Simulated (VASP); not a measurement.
Crystal: Cd.

```
Cd
1.0
    -1.78432    1.78432    1.78432
     1.78432   -1.78432    1.78432
     1.78432    1.78432   -1.78432
Cd
1
Direct
  0.00000 0.00000 0.00000
```

* Program: VASP 6.6.1
* Task: relaxation of cell and atoms
* Functional: PBE
* Potentials or basis: VASP PAW PBE potentials, release 64 (Cd)
* Cutoff: 600 eV
* k mesh: 22 × 22 × 22
* Occupations: gaussian, width 0.1 eV
* Spin: no spin polarisation

At the start: pressure 1.3 GPa; volume 22.72 Å³/atom.

Where does the relaxation end?

Over 3 steps the energy falls by 2.7 meV/atom and the volume is 23.44 Å³/atom (+3.2 %); space group Im-3m (No. 229, to 0.05 Å).

Step by step:
| step | energy change (eV) | largest force (eV/Å) | pressure (GPa) | volume (Å³) |
| --- | --- | --- | --- | --- |
| 1 | 0.0000 | 0.0000 | 1.25 | 22.72 |
| 2 | -0.0026 | 0.0000 | 0.20 | 23.31 |
| 3 | -0.0027 | 0.0000 | 0.00 | 23.44 |

Final structure:
```
CELL_PARAMETERS angstrom
-1.80288 1.80288 1.80288
1.80288 -1.80288 1.80288
1.80288 1.80288 -1.80288
ATOMIC_POSITIONS crystal
Cd 0.00000 0.00000 0.00000
```
